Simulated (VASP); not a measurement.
Ge3Te2S, 6 atoms in the cell. The structure is hexagonal, space group P6mm (No. 183). The conventional cell has a = 6.205 Å, b = 6.205 Å, c = 4.583 Å, α = 90.00°, β = 90.00°, γ = 120.00°. Within 3.8 Å of Ge (site symmetry 2mm) lie 4 Te at 2.90 to 2.91 Å and 4 Ge at 3.10 Å and 2 S at 3.23 Å. Within 3.9 Å of Te (site symmetry 3m) lie 6 Ge at 2.90 to 2.91 Å and 3 Te at 3.58 Å and 3 S at 3.84 Å. S (site symmetry 6mm) has 6 Ge at 3.23 Å and 6 Te at 3.84 Å within 4.3 Å. The cell was generated, and may not be a known phase.

```yaml
Program: VASP 6.6.1
Task: relaxation of cell and atoms
Functional: PBE
Potentials_or_basis: VASP PAW PBE potentials, release 64 (Ge_d, Te, S)
Cutoff: 600 eV
k_mesh: 3 × 3 × 4
Occupations: gaussian, width 0.1 eV
Spin: no spin polarisation
Dipole_correction: no
Further_INCAR_settings: ALGO = Normal; EDIFF = 1e-07; IBRION = 2; EDIFFG = -0.04; NSW = 90; ISIF = 3
```

Potentials or basis: VASP PAW PBE potentials, release 64 (Ge_d, Te, S).

The run is started by

```console
$ cat potpaw_PBE.64/Ge_d/POTCAR potpaw_PBE.64/Te/POTCAR potpaw_PBE.64/S/POTCAR > POTCAR
$ mpirun -np 1 vasp_std > vasp.out
```

Hardware: 1 thread of Intel(R) Xeon(R) Platinum 8488C (Sapphire Rapids), on a shared host.

Q: How long does it take, and how much memory?

A: It took 19 min on 1 thread of Intel(R) Xeon(R) Platinum 8488C (Sapphire Rapids), with other jobs on the host, peak memory 0.34 GiB. Counts: scf iterations 261, k points 9, ion steps 26.
